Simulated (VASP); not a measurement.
SrB4Pt: single point with PBE

SrB4Pt:

```xyz
6
Lattice="3.1438 0.0000 0.0000 0.0000 3.1438 0.0000 0.0000 0.0000 8.7475" Properties=species:S:1:pos:R:3 pbc="T T T"
Sr    0.0000    0.0000    4.3737
B     1.5719    1.5719    2.4134
B     1.5719    1.5719    7.9240
B     1.5719    1.5719    0.8235
B     1.5719    1.5719    6.3341
Pt    0.0000    0.0000    0.0000
```

* Program: VASP 6.6.1
* Task: single point
* Functional: PBE
* Potentials or basis: VASP PAW PBE potentials, release 64 (Sr_sv, B, Pt)
* Cutoff: 520 eV
* k mesh: 12 × 12 × 4
* Occupations: gaussian, width 0.1 eV
* Spin: no spin polarisation
* Dipole correction: no
* Further INCAR settings: ALGO = Normal; EDIFF = 1e-06; NBANDS = 25

```
Pressure               : 0.1 GPa
Largest force          : 0.007 eV/Å
Band gap on the k mesh : zero (band 16 reaches 5.58 eV, above the bottom of band 17 at 4.18 eV)
```

Forces on the atoms (eV/Å):
```
Sr   0.000  0.000  0.000
B    0.000  0.000 -0.007
B    0.000  0.000 -0.003
B    0.000  0.000  0.003
B    0.000  0.000  0.007
Pt   0.000  0.000  0.000
```

Levels at points of the mesh, in eV from the Fermi level:
```
           k point  band 13  band 14  band 15  band 16  band 17  band 18  band 19  band 20
(0.00, 0.00, 0.00)    -2.44    -1.33    -0.43    -0.43     1.48     1.99     2.44     2.44
(0.50, 0.00, 0.00)    -2.54    -1.66    -1.49    -1.42    -0.50     2.62     2.66     2.73
(0.50, 0.50, 0.00)    -2.43    -1.58    -0.93    -0.93    -0.50     0.85     0.85     1.43
(0.00, 0.00, 0.50)    -2.47    -0.81    -0.46    -0.46     1.48     1.55     2.87     2.87
(0.50, 0.00, 0.50)    -2.54    -2.14    -1.60    -1.04     0.70     1.13     2.29     3.21
(0.50, 0.50, 0.50)    -2.42    -1.58    -0.45    -0.45    -0.19     0.14     0.14     1.43
```

Wall time 110 s on 1 thread of Intel(R) Xeon(R) 6975P-C (Granite Rapids), with other jobs on the host, peak memory 0.32 GiB.

Caveat: spin-orbit coupling is left out, which moves the levels of the heavy elements.
